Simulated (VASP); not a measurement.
# K3Zr2S (P-3m1) in VASP: relaxation of cell and atoms with PBE

Aim: the relaxation of cell and atoms of K3Zr2S with PBE.

Everything below comes from runs of VASP 6.6.1. Logs are shortened: lines on timing, memory, paths and dates and some standing lists are left out, and cuts for length are marked.

## Step 1: The cell of the first run

The structure is trigonal, space group P-3m1 (No. 164). The conventional cell has a = 6.227 Å, b = 6.227 Å, c = 5.074 Å, α = 90.00°, β = 90.00°, γ = 120.00°. Within 3.7 Å of K (site symmetry 2/m) lie 4 Zr at 2.78 to 3.46 Å and 4 K at 3.11 Å. Zr (site symmetry 3m) has 6 K at 2.78 to 3.46 Å and 3 S at 3.62 Å and 3 Zr at 3.69 Å within 3.7 Å. Within 4.8 Å of S (site symmetry -3m) lie 6 Zr at 3.62 Å and 12 K at 4.02 Å.

## Step 2: Relaxation of cell and atoms, PBE

The input, INCAR:

```
SYSTEM = K3Zr2S
ALGO = Normal ; EDIFF = 1E-6
EDIFFG = -0.04 ; ENCUT = 600
GGA = PE ; IBRION = 2
ISIF = 3 ; ISMEAR = 0
LASPH = .TRUE. ; LCHARG = .FALSE.
LREAL = .FALSE. ; LWAVE = .FALSE.
NELM = 80 ; NSW = 90
PREC = Accurate ; SIGMA = 0.1
```

The input, KPOINTS:

```
k-points
0
G
  3 3 4
  0 0 0
```

The input, POSCAR:

```
K3Zr2S
1.0
    6.2272130500      0.0000000000      0.0000000000
   -3.1136065300      5.3929247000      0.0000000000
    0.0000000000      0.0000000000      5.0743747000
K Zr S
3 2 1
Direct
    0.5000000000      0.0000000000      0.0000000000
    0.0000000000      0.5000000000      0.0000000000
    0.5000000000      0.5000000000      0.0000000000
    0.3333333300      0.6666666700      0.4179774100
    0.6666666700      0.3333333300      0.5820225900
    0.0000000000      0.0000000000      0.5000000000
```

Potentials or basis: VASP PAW PBE potentials, release 64 (K_sv, Zr_sv, S).

Run with:

```bash
cat potpaw_PBE.64/K_sv/POTCAR potpaw_PBE.64/Zr_sv/POTCAR potpaw_PBE.64/S/POTCAR > POTCAR
mpirun -np 1 vasp_std > vasp.out
```

OUTCAR:

```text
SYSTEM = K3Zr2S
   EDIFF = 1E-6
   EDIFFG = -0.04
   ENCUT = 600
   GGA = PE
   IBRION = 2
   ISIF = 3
   ISMEAR = 0
   LASPH = .TRUE.
   LREAL = .FALSE.
   NELM = 80
   NSW = 90
   PREC = Accurate

 ion  position               nearest neighbor table
   1  0.500  0.000  0.000-   4 2.78   5 2.78   2 3.11   2 3.11   3 3.11   3 3.11   5 3.46   4 3.46

   2  0.000  0.500  0.000-   4 2.78   5 2.78   3 3.11   3 3.11   1 3.11   1 3.11   5 3.46   4 3.46

   3  0.500  0.500  0.000-   4 2.78   5 2.78   2 3.11   2 3.11   1 3.11   1 3.11   5 3.46   4 3.46

   4  0.333  0.667  0.418-   2 2.78   1 2.78   3 2.78   2 3.46   1 3.46   3 3.46   5 3.69   5 3.69
                             5 3.69
   5  0.667  0.333  0.582-   2 2.78   1 2.78   3 2.78   2 3.46   1 3.46   3 3.46   4 3.69   4 3.69
                             4 3.69
   6  0.000  0.000  0.500-

  LATTYP: Found a hexagonal cell.
 ALAT       =     6.2272130500
 C/A-ratio  =     0.8148708996

  Lattice vectors:

 A1 = (   6.2272130500,   0.0000000000,   0.0000000000)
 A2 = (  -3.1136065300,   5.3929247000,   0.0000000000)
 A3 = (   0.0000000000,   0.0000000000,   5.0743747000)

Analysis of symmetry for initial positions (statically):
=====================================================================
 Subroutine PRICEL returns:
 Original cell was already a primitive cell.

 Routine SETGRP: Setting up the symmetry group for a
 hexagonal supercell.

 Subroutine GETGRP returns: Found 12 space group operations
 (whereof 12 operations were pure point group operations)
 out of a pool of 24 trial point group operations.

The static configuration has the point symmetry D_3d.

Analysis of symmetry for dynamics (positions and initial velocities):
=====================================================================
 Subroutine PRICEL returns:
 Original cell was already a primitive cell.

 Routine SETGRP: Setting up the symmetry group for a
 hexagonal supercell.

 Subroutine GETGRP returns: Found 12 space group operations
 (whereof 12 operations were pure point group operations)
 out of a pool of 24 trial point group operations.

The dynamic configuration has the point symmetry D_3d.

 Subroutine INISYM returns: Found 12 space group operations
 (whereof 12 operations are pure point group operations),
 and found     1 'primitive' translations

----------------------------------------------------------------------------------------

                                     Primitive cell

  volume of cell :     170.4122

  direct lattice vectors                    reciprocal lattice vectors
     6.227213050  0.000000000  0.000000000     0.160585481  0.092714070  0.000000000
    -3.113606530  5.392924700  0.000000000     0.000000000  0.185428141  0.000000000
     0.000000000  0.000000000  5.074374700     0.000000000  0.000000000  0.197068616

  length of vectors
     6.227213050  6.227213056  5.074374700     0.185428141  0.185428141  0.197068616

  position of ions in fractional coordinates (direct lattice)
     0.500000000  0.000000000  0.000000000
     0.000000000  0.500000000  0.000000000
     0.500000000  0.500000000  0.000000000
     0.333333330  0.666666670  0.417977410
     0.666666670  0.333333330  0.582022590
     0.000000000  0.000000000  0.500000000

  ion indices of the primitive-cell ions
   primitive index   ion index
                 1           1
                 2           2
                 3           3
                 4           4
                 5           5
                 6           6

----------------------------------------------------------------------------------------

 KPOINTS: k-points

Automatic generation of k-mesh.
 Grid dimensions read from file:
 generate k-points for:    3    3    4

 Generating k-lattice:

  Cartesian coordinates                     Fractional coordinates (reciprocal lattice)
     0.053528494  0.030904690  0.000000000     0.333333333  0.000000000  0.000000000
     0.000000000  0.061809380  0.000000000     0.000000000  0.333333333  0.000000000
     0.000000000  0.000000000  0.049267154     0.000000000  0.000000000  0.250000000

  Length of vectors
     0.061809380  0.061809380  0.049267154

  Shift w.r.t. Gamma in fractional coordinates (k-lattice)
     0.000000000  0.000000000  0.000000000

 Subroutine IBZKPT returns following result:
 ===========================================

 Found     10 irreducible k-points:

 Following reciprocal coordinates:
            Coordinates               Weight
  0.000000  0.000000  0.000000      1.000000
  0.333333 -0.000000  0.000000      6.000000
  0.333333  0.333333  0.000000      2.000000
  0.000000  0.000000  0.250000      2.000000
  0.333333 -0.000000  0.250000      6.000000
  0.000000  0.333333  0.250000      6.000000
  0.333333  0.333333  0.250000      4.000000
  0.000000  0.000000  0.500000      1.000000
  0.333333 -0.000000  0.500000      6.000000
  0.333333  0.333333  0.500000      2.000000
   k-points           NKPTS =     10   k-points in BZ     NKDIM =     10   number of bands    NBANDS=     34
   number of dos      NEDOS =    301   number of ions     NIONS =      6
   total plane-waves  NPLWV = 105000
   dimension x,y,z NGX =    50 NGY =   50 NGZ =   42
   dimension x,y,z NGXF=   100 NGYF=  100 NGZF=   84
   ions per type =               3   2   1
   NGX,Y,Z   is equivalent  to a cutoff of  13.35, 13.35, 13.76 a.u.
   NGXF,Y,Z  is equivalent  to a cutoff of  26.70, 26.70, 27.52 a.u.
 SYSTEM =  K3Zr2S
   PREC   = accura    normal or accurate (medium, high low for compatibility)
   ISTART =      0    job   : 0-new  1-cont  2-samecut
   ICHARG =      2    charge: 1-file 2-atom 10-const
   ISPIN  =      1    spin polarized calculation?
   LNONCOLLINEAR =      F non collinear calculations
   LSORBIT =      F    spin-orbit coupling
   LASPH  =      T    aspherical Exc in radial PAW
   ENCUT  =  600.0 eV  44.10 Ry    6.64 a.u.  12.44 12.44 10.13*2*pi/ulx,y,z
   NELM   =     80;   NELMIN=  2; NELMDL= -5     # of ELM steps
   EDIFF  = 0.1E-05   stopping-criterion for ELM
   LREAL  =      F    real-space projection
   EDIFFG = -.4E-01   stopping-criterion for IOM
   NSW    =     90    number of steps for IOM
   IBRION =      2    ionic relax: 0-MD 1-quasi-New 2-CG
   NFREE  =      1    steps in history (QN), initial steepest desc. (CG)
   ISIF   =      3    stress and relaxation
   ISYM   =      2    0-nonsym 1-usesym 2-fastsym
   POTIM  = 0.5000    time-step for ionic-motion
   TEBEG  =    0.0;   TEEND  =   0.0 temperature during run
   PSTRESS=    0.0 pullay stress
   NELECT =      57.0000    total number of electrons
   NUPDOWN=      -1.0000    fix difference up-down
   EMIN   =  10.00;   EMAX   =-10.00  energy-range for DOS
   EFERMI =   0.00;   METHOD = LEGACY
   ISMEAR =     0;   SIGMA  =   0.10  broadening in eV -4-tet -1-fermi 0-gaus
   EFERMI_NEDOS =   21; number of points for ismear=-14 and -15
   IALGO  =     38    algorithm
   IMIX   =      4    mixing-type and parameters
     AMIX     =   0.40;   BMIX     =  1.00
     AMIX_MAG =   1.60;   BMIX_MAG =  1.00
  volume/ion in A,a.u.               =      28.40       191.67
  Fermi-wavevector in a.u.,A,eV,Ry     =   1.136404  2.147493 17.570768  1.291415
  Thomas-Fermi vector in A             =   2.273109
   LORBIT       =      0    0 simple, 1 ext, 2 COOP (PROOUT), +10 PAW based schemes
   GGA     = PE    functional components
   LHFCALC =     F    Hartree Fock is set to
   AEXX    =    0.0000 exact exchange contribution
   IVDW    =     0    specifies the selected vdW correction
   LEPSILON=     F    determine dielectric tensor
   LRPA    =     F    only Hartree local field effects (RPA)
 conjugate gradient relaxation of ions
 non-spin polarized calculation
 Gauss-broadening in eV      SIGMA  =   0.10
  energy-cutoff  :      600.00
  volume of cell :      170.41
 maximum number of plane-waves:      5744
 NGX is ok and might be reduce to    50
   NGX = 25   NGY = 25   NGZ = 21

--------------------------------------- Ionic step        1  -------------------------------------------

 number of electron      57.0000001 magnetization

 Free energy of the ion-electron system (eV)
  ---------------------------------------------------
  ext. energy  EPLUGINS =         0.00000000
  ---------------------------------------------------
  free energy    TOTEN  =       -14.14243793 eV

  energy without entropy =      -14.08901422  energy(sigma->0) =      -14.11572607

------------------------ aborting loop because EDIFF is reached ----------------------------------------

  FORCE on cell =-STRESS in cart. coord.  units (eV):
  Direction    XX          YY          ZZ          XY          YZ          ZX
  --------------------------------------------------------------------------------------
  -------------------------------------------------------------------------------------
  Total       -0.3159431     -0.3159431     13.5148112      0.0000000      0.0000000     -0.0000000
  in kB       -2.9704271     -2.9704271    127.0632480      0.0000000      0.0000000     -0.0000000
  external PRESSURE =      40.3741312 kB  Pullay stress =       0.0000000 kB
[... 305 lines left out ...]
  energy  without entropy=      -17.5629432726  energy(sigma->0) =      -17.60398503

--------------------------------------- Ionic step        9  -------------------------------------------

 number of electron      57.0000002 magnetization

 Free energy of the ion-electron system (eV)
  ---------------------------------------------------
  ext. energy  EPLUGINS =         0.00000000
  ---------------------------------------------------
  free energy    TOTEN  =       -17.65058019 eV

  energy without entropy =      -17.57062709  energy(sigma->0) =      -17.61060364

 E-fermi :   3.6675     XC(G=0):  -8.5200

 val. band max:        3.6232401436   @ k =   0.3333  -0.0000   0.0000
 cond. band min:       3.7069450669   @ k =   0.0000   0.3333   0.2500
 fundamental gap:      0.0837049234
 Fermi energy:         3.6675391267

 k-point     1 :       0.0000    0.0000    0.0000
  band No.  band energies     occupation
      1     -45.8089      2.00000
      2     -45.7680      2.00000
      3     -29.3009      2.00000
      4     -28.8051      2.00000
      5     -28.8051      2.00000
      6     -23.8773      2.00000
[... 392 lines left out ...]
  FREE ENERGIE OF THE ION-ELECTRON SYSTEM (eV)
  ---------------------------------------------------
  free  energy   TOTEN  =       -17.6505801923 eV

  energy  without entropy=      -17.5706270883  energy(sigma->0) =      -17.61060364

 reached required accuracy - stopping structural energy minimisation
```

Wall time 4.8 min (1 thread of Intel Xeon 6975P-C (Granite Rapids), shared host); peak memory 0.37 GiB.

Results:

- Free energy: -17.6506 eV
- Relaxed volume: 31.82 Å³/atom
- Relaxed cell: a = 5.778 Å, b = 5.778 Å, c = 6.603 Å, α = 90.00°, β = 90.00°, γ = 120.00°
- Space group after relaxing (to 0.05 Å): P6/mmm (No. 191)
- Energy gained by relaxing: 584.7 meV/atom
- Ionic steps: 9
- Pressure after relaxing: 0.0 GPa
- Largest force after relaxing: 0.009 eV/Å

Forces in eV/Å, atoms in the order of the input:
```
K    0.000  0.000  0.000
K    0.000  0.000  0.000
K    0.000  0.000  0.000
Zr   0.000  0.000  0.009
Zr   0.000  0.000 -0.009
S    0.000  0.000  0.000
```

Step by step:
```
step  energy change (eV)  largest force (eV/Å)  pressure (GPa)  volume (Å³)
   1              0.0000                2.8256            4.04       170.41
   2             -1.8889                2.0524            1.54       187.97
   3             -3.1265                0.1016           -2.67       230.07
   4             -3.2288                0.1766           -2.11       221.03
   5             -3.2305                0.2526           -1.95       218.88
   6             -3.4569                0.1067           -1.08       202.98
   7             -3.5017                0.0242           -0.40       194.51
   8             -3.5026                0.0105           -0.27       193.07
   9             -3.5081                0.0089           -0.03       190.89
```

Final structure:
```
K Zr S
1.0
     5.77760    0.00000    0.00000
    -2.88880    5.00355    0.00000
     0.00000    0.00000    6.60341
K Zr S
3 2 1
Direct
  0.50000 0.00000 0.00000
  0.00000 0.50000 0.00000
  0.50000 0.50000 0.00000
  0.33333 0.66667 0.49969
  0.66667 0.33333 0.50031
  0.00000 0.00000 0.50000
```

Caveat: the k points lie up to 0.42 Å⁻¹ apart in the final cell.
